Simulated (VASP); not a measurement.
Runs of VASP 6.6.1 on SrTiO3. The structure is that of space group Pm-3m (No. 221), or close to it. The cells are those of the table. 

```csv
task,cell,k mesh,cutoff (eV),smearing,gap on the mesh (eV),pressure (GPa)
single point,"a = 3.855 Å, 5 atoms",10 × 10 × 10,520,gaussian 0.02 eV,1.82,1.0
single point,"a = 3.855 Å, 5 atoms",6 × 6 × 6,520,gaussian 0.1 eV,1.81,(a)
single point,"a = 3.913 Å, 5 atoms",6 × 6 × 6,520,gaussian 0.1 eV,1.74,(b)
relaxation of cell and atoms,"relaxed from a = 3.855 Å, 5 atoms",10 × 10 × 10,600,gaussian 0.02 eV,1.81,0.0
```

Alike in all rows: level LDA; potentials or basis VASP PAW LDA potentials, release 64 (Sr_sv, Ti_sv, O); no spin polarisation.

Fill in the values left out.

(a) 1.1; (b) -7.3.

Caveats: the cell stands under tension (at least some runs).

A k mesh can miss the band edges, and the runs leave out spin-orbit coupling on Sr.
